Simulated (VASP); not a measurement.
# TiS2 in VASP: a series of runs

Runs on TiS2. Level: revPBE+D3(BJ). Tasks: single point.

Everything below comes from runs of VASP 6.6.1. Logs are shortened: lines on timing, memory, paths and dates and some standing lists are left out, and cuts for length are marked.

## Step 1: The cell of the first run

The cell holds a sheet with vacuum, 3 atoms: a = 3.400 Å, b = 3.400 Å, c = 16.860 Å, α = 90.00°, β = 90.00°, γ = 120.00°.

## Step 2: Single point, revPBE+D3(BJ)

INCAR

```
SYSTEM = TiS2
  ALGO = Normal
  DIPOL = 0.5 0.5 0.500
  EDIFF = 1E-6
  ENCUT = 400
  GGA = RE
  GGA_COMPAT = .FALSE.
  IDIPOL = 3
  ISIF = 2
  ISMEAR = 0
  IVDW = 12
  LASPH = .TRUE.
  LCHARG = .FALSE.
  LDIPOL = .TRUE.
  LREAL = .FALSE.
  LWAVE = .FALSE.
  NBANDS = 19
  NELM = 120
  NELMDL = -8
  PREC = Accurate
  SIGMA = 0.08
```

KPOINTS

```
k-points
0
G
  12 12 1
  0 0 0
```

POSCAR

```
TiS2
1.0
    3.4000000000      0.0000000000      0.0000000000
   -1.7000000000      2.9444863729      0.0000000000
    0.0000000000      0.0000000000     16.8600000000
S Ti
2 1
Direct
    0.3333330000      0.6666670000      0.4151838671
    0.6666670000      0.3333330000      0.5848161329
    0.0000000000      0.0000000000      0.5000000000
```

Potentials or basis: VASP PAW PBE potentials, release 64 (S, Ti_sv).

Command:

```bash
$ cat potpaw_PBE.64/S/POTCAR potpaw_PBE.64/Ti_sv/POTCAR > POTCAR
$ mpirun -np 1 vasp_std > vasp.out
```

OUTCAR:

```text
SYSTEM = TiS2
   EDIFF = 1E-6
   ENCUT = 400
   GGA = RE
   ISIF = 2
   ISMEAR = 0
   IVDW = 12
   LASPH = .TRUE.
   LREAL = .FALSE.
   NELM = 120
   NELMDL = -8
   PREC = Accurate
 IVDW          = 12

 ion  position               nearest neighbor table
   1  0.333  0.667  0.415-   3 2.43   3 2.43   3 2.43
   2  0.667  0.333  0.585-   3 2.43   3 2.43   3 2.43
   3  0.000  0.000  0.500-   1 2.43   2 2.43   2 2.43   1 2.43   2 2.43   1 2.43

  LATTYP: Found a hexagonal cell.
 ALAT       =     3.4000000000
 C/A-ratio  =     4.9588235294

  Lattice vectors:

 A1 = (   3.4000000000,   0.0000000000,   0.0000000000)
 A2 = (  -1.7000000000,   2.9444863729,   0.0000000000)
 A3 = (   0.0000000000,   0.0000000000,  16.8600000000)

Analysis of symmetry for initial positions (statically):
=====================================================================
 Subroutine PRICEL returns:
 Original cell was already a primitive cell.

 Routine SETGRP: Setting up the symmetry group for a
 hexagonal supercell.

 Subroutine GETGRP returns: Found 12 space group operations
 (whereof 12 operations were pure point group operations)
 out of a pool of 24 trial point group operations.

The static configuration has the point symmetry D_3d.

Analysis of symmetry for dynamics (positions and initial velocities):
=====================================================================
 Subroutine PRICEL returns:
 Original cell was already a primitive cell.

 Routine SETGRP: Setting up the symmetry group for a
 hexagonal supercell.

 Subroutine GETGRP returns: Found 12 space group operations
 (whereof 12 operations were pure point group operations)
 out of a pool of 24 trial point group operations.

The dynamic configuration has the point symmetry D_3d.

 Subroutine INISYM returns: Found 12 space group operations
 (whereof 12 operations are pure point group operations),
 and found     1 'primitive' translations

----------------------------------------------------------------------------------------

                                     Primitive cell

  volume of cell :     168.7897

  direct lattice vectors                    reciprocal lattice vectors
     3.400000000  0.000000000  0.000000000     0.294117647  0.169808903  0.000000000
    -1.700000000  2.944486373  0.000000000     0.000000000  0.339617805  0.000000000
     0.000000000  0.000000000 16.860000000     0.000000000  0.000000000  0.059311981

  length of vectors
     3.400000000  3.400000000 16.860000000     0.339617805  0.339617805  0.059311981

  position of ions in fractional coordinates (direct lattice)
     0.333333000  0.666667000  0.415183867
     0.666667000  0.333333000  0.584816133
     0.000000000  0.000000000  0.500000000

  ion indices of the primitive-cell ions
   primitive index   ion index
                 1           1
                 2           2
                 3           3

----------------------------------------------------------------------------------------

 KPOINTS: k-points

Automatic generation of k-mesh.
 Grid dimensions read from file:
 generate k-points for:   12   12    1

 Generating k-lattice:

  Cartesian coordinates                     Fractional coordinates (reciprocal lattice)
     0.024509804  0.014150742  0.000000000     0.083333333  0.000000000  0.000000000
     0.000000000  0.028301484  0.000000000     0.000000000  0.083333333  0.000000000
     0.000000000  0.000000000  0.059311981     0.000000000  0.000000000  1.000000000

  Length of vectors
     0.028301484  0.028301484  0.059311981

  Shift w.r.t. Gamma in fractional coordinates (k-lattice)
     0.000000000  0.000000000  0.000000000

 Subroutine IBZKPT returns following result:
 ===========================================

 Found     19 irreducible k-points:

 Following reciprocal coordinates:
            Coordinates               Weight
  0.000000  0.000000  0.000000      1.000000
  0.083333 -0.000000  0.000000      6.000000
  0.166667 -0.000000  0.000000      6.000000
  0.250000 -0.000000  0.000000      6.000000
  0.333333  0.000000  0.000000      6.000000
  0.416667  0.000000  0.000000      6.000000
[... 11 lines left out ...]
  0.333333  0.250000  0.000000     12.000000
  0.333333  0.333333  0.000000      2.000000
   k-points           NKPTS =     19   k-points in BZ     NKDIM =     19   number of bands    NBANDS=     19
   number of dos      NEDOS =    301   number of ions     NIONS =      3
   total plane-waves  NPLWV =  64512
   dimension x,y,z NGX =    24 NGY =   24 NGZ =  112
   dimension x,y,z NGXF=    48 NGYF=   48 NGZF=  224
   ions per type =               2   1
   NGX,Y,Z   is equivalent  to a cutoff of  11.74, 11.74, 11.04 a.u.
   NGXF,Y,Z  is equivalent  to a cutoff of  23.47, 23.47, 22.09 a.u.
 SYSTEM =  TiS2
   PREC   = accura    normal or accurate (medium, high low for compatibility)
   ISTART =      0    job   : 0-new  1-cont  2-samecut
   ICHARG =      2    charge: 1-file 2-atom 10-const
   ISPIN  =      1    spin polarized calculation?
   LNONCOLLINEAR =      F non collinear calculations
   LSORBIT =      F    spin-orbit coupling
   LASPH  =      T    aspherical Exc in radial PAW
   ENCUT  =  400.0 eV  29.40 Ry    5.42 a.u.   5.54  5.54 27.49*2*pi/ulx,y,z
   NELM   =    120;   NELMIN=  2; NELMDL= -8     # of ELM steps
   EDIFF  = 0.1E-05   stopping-criterion for ELM
   LREAL  =      F    real-space projection
   EDIFFG = 0.1E-04   stopping-criterion for IOM
   NSW    =      0    number of steps for IOM
   IBRION =     -1    ionic relax: 0-MD 1-quasi-New 2-CG
   NFREE  =      0    steps in history (QN), initial steepest desc. (CG)
   ISIF   =      2    stress and relaxation
   ISYM   =      2    0-nonsym 1-usesym 2-fastsym
   POTIM  = 0.5000    time-step for ionic-motion
   TEBEG  =    0.0;   TEEND  =   0.0 temperature during run
   PSTRESS=    0.0 pullay stress
   NELECT =      24.0000    total number of electrons
   NUPDOWN=      -1.0000    fix difference up-down
   EMIN   =  10.00;   EMAX   =-10.00  energy-range for DOS
   EFERMI =   0.00;   METHOD = LEGACY
   ISMEAR =     0;   SIGMA  =   0.08  broadening in eV -4-tet -1-fermi 0-gaus
   EFERMI_NEDOS =   21; number of points for ismear=-14 and -15
   IALGO  =     38    algorithm
   IMIX   =      4    mixing-type and parameters
     AMIX     =   0.40;   BMIX     =  1.00
     AMIX_MAG =   1.60;   BMIX_MAG =  1.00
  volume/ion in A,a.u.               =      56.26       379.68
  Fermi-wavevector in a.u.,A,eV,Ry     =   0.854470  1.614713  9.933860  0.730118
  Thomas-Fermi vector in A             =   1.971071
   LORBIT       =      0    0 simple, 1 ext, 2 COOP (PROOUT), +10 PAW based schemes
   GGA     = RE    functional components
   LHFCALC =     F    Hartree Fock is set to
   AEXX    =    0.0000 exact exchange contribution
   IVDW    =    12    specifies the selected vdW correction
   LEPSILON=     F    determine dielectric tensor
   LRPA    =     F    only Hartree local field effects (RPA)
 non-spin polarized calculation
 Gauss-broadening in eV      SIGMA  =   0.08
  energy-cutoff  :      400.00
  volume of cell :      168.79
 maximum number of plane-waves:      3115
 NGX is ok and might be reduce to    24
   NGX = 11   NGY = 11   NGZ = 55

 number of electron      23.9999995 magnetization

 dipolmoment           0.000000      0.000000     -0.000000 electrons x Angstroem

 Free energy of the ion-electron system (eV)
  ---------------------------------------------------
  ext. energy  EPLUGINS =         0.00000000
  ---------------------------------------------------
  free energy    TOTEN  =       -19.10713556 eV

  energy without entropy =      -19.10514427  energy(sigma->0) =      -19.10613992

 E-fermi :  -1.8593     XC(G=0):  -4.0713

 val. band max:       -2.2405580688   @ k =   0.0833  -0.0000   0.0000
 cond. band min:      -1.8477457324   @ k =   0.0000   0.0000   0.0000
 fundamental gap:      0.3928123364
 Fermi energy:        -1.8593457643

 k-point     1 :       0.0000    0.0000    0.0000
  band No.  band energies     occupation
      1     -59.6891      2.00000
      2     -35.8674      2.00000
      3     -35.8170      2.00000
      4     -35.8170      2.00000
      5     -15.4178      2.00000
      6     -14.2317      2.00000
[... 11 lines left out ...]
     18       3.1662      0.00000
     19       3.6105      0.00000

 k-point     2 :       0.0833   -0.0000    0.0000
  band No.  band energies     occupation
      1     -59.6883      2.00000
      2     -35.8656      2.00000
      3     -35.8258      2.00000
      4     -35.8190      2.00000
      5     -15.3373      2.00000
      6     -14.2044      2.00000
[... 11 lines left out ...]
     18       3.3037      0.00000
     19       3.7332      0.00000

 k-point     3 :       0.1667   -0.0000    0.0000
  band No.  band energies     occupation
      1     -59.6860      2.00000
      2     -35.8610      2.00000
      3     -35.8496      2.00000
      4     -35.8245      2.00000
      5     -15.1073      2.00000
      6     -14.1286      2.00000
[... 11 lines left out ...]
     18       3.6789      0.00000
     19       4.0803      0.00000

 k-point     4 :       0.2500   -0.0000    0.0000
  band No.  band energies     occupation
      1     -59.6829      2.00000
      2     -35.8822      2.00000
      3     -35.8544      2.00000
      4     -35.8319      2.00000
      5     -14.7645      2.00000
      6     -14.0210      2.00000
[... 297 lines left out ...]
     18       5.5929      0.00000
     19       5.8102      0.00000

 k-point    18 :       0.3333    0.2500    0.0000
  band No.  band energies     occupation
      1     -59.6755      2.00000
      2     -35.9226      2.00000
      3     -35.8852      2.00000
      4     -35.8392      2.00000
      5     -13.7831      2.00000
      6     -13.7337      2.00000
[... 11 lines left out ...]
     18       5.7409      0.00000
     19       5.9862      0.00000

 k-point    19 :       0.3333    0.3333    0.0000
  band No.  band energies     occupation
      1     -59.6751      2.00000
      2     -35.9065      2.00000
      3     -35.9065      2.00000
      4     -35.8384      2.00000
      5     -13.7181      2.00000
      6     -13.7181      2.00000
[... 11 lines left out ...]
     18       5.8168      0.00000
     19       6.4201      0.00000

------------------------ aborting loop because EDIFF is reached ----------------------------------------

 vacuum level on the upper side and lower side of the slab       (xc-potential included)        -0.717        -0.717

 Edisp (eV)   -1.66239

 E8    (eV) :    -1.1672

  FORCE on cell =-STRESS in cart. coord.  units (eV):
  Direction    XX          YY          ZZ          XY          YZ          ZX
  --------------------------------------------------------------------------------------
  -------------------------------------------------------------------------------------
  Total      -1.01186    -1.01186    -0.38761     0.00000    -0.00000     0.00000
  in kB      -9.60473    -9.60473    -3.67925     0.00000    -0.00000     0.00000
  external pressure =       -7.63 kB  Pullay stress =        0.00 kB

 VOLUME and BASIS-vectors are now :
 -----------------------------------------------------------------------------
  energy-cutoff  :      400.00
  volume of cell :      168.79
      direct lattice vectors                 reciprocal lattice vectors
     3.400000000  0.000000000  0.000000000     0.294117647  0.169808903  0.000000000
    -1.700000000  2.944486373  0.000000000     0.000000000  0.339617805  0.000000000
     0.000000000  0.000000000 16.860000000     0.000000000  0.000000000  0.059311981

 POSITION                                       TOTAL-FORCE (eV/Angst)
 -----------------------------------------------------------------------------------
     -0.00000      1.96299      7.00000        -0.000000      0.000000      0.088510
      1.70000      0.98149      9.86000         0.000000     -0.000000     -0.088510
      0.00000      0.00000      8.43000         0.000000      0.000000      0.000000
 -----------------------------------------------------------------------------------
    total drift:                                0.000000     -0.000000      0.000000

  FREE ENERGIE OF THE ION-ELECTRON SYSTEM (eV)
  ---------------------------------------------------
  free  energy   TOTEN  =       -20.7695210580 eV

  energy  without entropy=      -20.7675297696  energy(sigma->0) =      -20.76852541

 vacuum level on the upper side and lower side of the slab         3.103         3.103
```

Run time: 71 s. Hardware: 1 thread of AMD EPYC 7R43 (Zen 3), shared host; peak memory 0.21 GiB.

What came out:

- Free energy: -20.7695 eV
- Largest force: 0.089 eV/Å
- Dispersion energy per atom: -0.554 eV

Forces in eV/Å, atoms in the order of the input:
```
S    0.000  0.000  0.089
S    0.000  0.000 -0.089
Ti   0.000  0.000  0.000
```

Caveat: the PAW data sets were made with another functional, which shifts forces and pressure a little.

## Step 3: Single point, revPBE+D3(BJ)

This run uses another cell than the first one.

INCAR

```
ALGO     = Normal         # electronic algorithm
DIPOL    = 0.5 0.5 0.286
EDIFF    = 1E-6           # SCF threshold, eV
ENCUT    = 400            # plane-wave cutoff, eV
GGA      = RE             # functional
GGA_COMPAT= False        
IDIPOL   = 3            
ISIF     = 2              # what is computed and relaxed
ISMEAR   = 0              # smearing method
IVDW     = 12             # dispersion correction
LASPH    = True           # aspherical terms in the spheres
LCHARG   = False          # write CHGCAR
LDIPOL   = True         
LREAL    = False          # projectors in reciprocal space
LWAVE    = False          # write WAVECAR
NBANDS   = 19             # bands
NELM     = 120            # most SCF steps
NELMDL   = -8           
PREC     = Accurate       # precision mode
SIGMA    = 0.08           # smearing width, eV
```

KPOINTS

```
k-points
0
Gamma
  12 12 1
```

POSCAR

```
TiS2
1.0
    3.3537774567      0.0000000000      0.0000000000
   -1.6768887283      2.9044564761      0.0000000000
    0.0000000000      0.0000000000     29.5200000028
S Ti
2 1
Direct
    0.3333333333      0.6666666667      0.2367620758
    0.6666666667      0.3333333333      0.3343761355
    0.0000000000      0.0000000000      0.2855691057
```

Potentials or basis: VASP PAW PBE potentials, release 64 (S, Ti_sv).

Command:

```bash
$ cat potpaw_PBE.64/S/POTCAR potpaw_PBE.64/Ti_sv/POTCAR > POTCAR
$ mpirun -np 1 vasp_std > vasp.out
```

It took 2.7 min on 1 thread of AMD EPYC 7R43 (Zen 3), shared host; peak memory 0.3 GiB.

The run converged. Its results:

| Item | Value |
| --- | --- |
| Free energy | -20.7789 eV |
| Largest force | 0.014 eV/Å |
| Band gap on the k mesh | zero (bands 12 and 13 overlap by 0.11 eV) |
| Dispersion energy per atom | -0.568 eV |

Forces in eV/Å, atoms in the order of the input:
```
S    0.000  0.000 -0.014
S    0.000  0.000  0.014
Ti   0.000  0.000  0.000
```

Levels at points of the mesh, in eV from the Fermi level:
```tsv
k point	band 9	band 10	band 11	band 12	band 13	band 14	band 15	band 16
(0.00, 0.00, 0.00)	-2.67	-1.55	0.13	0.13	0.53	0.53	1.05	3.69
(0.50, 0.00, 0.00)	-2.96	-2.71	-2.01	-1.30	0.01	1.64	2.08	3.68
```

Caveat: the PAW data sets were made with another functional, which shifts forces and pressure a little.
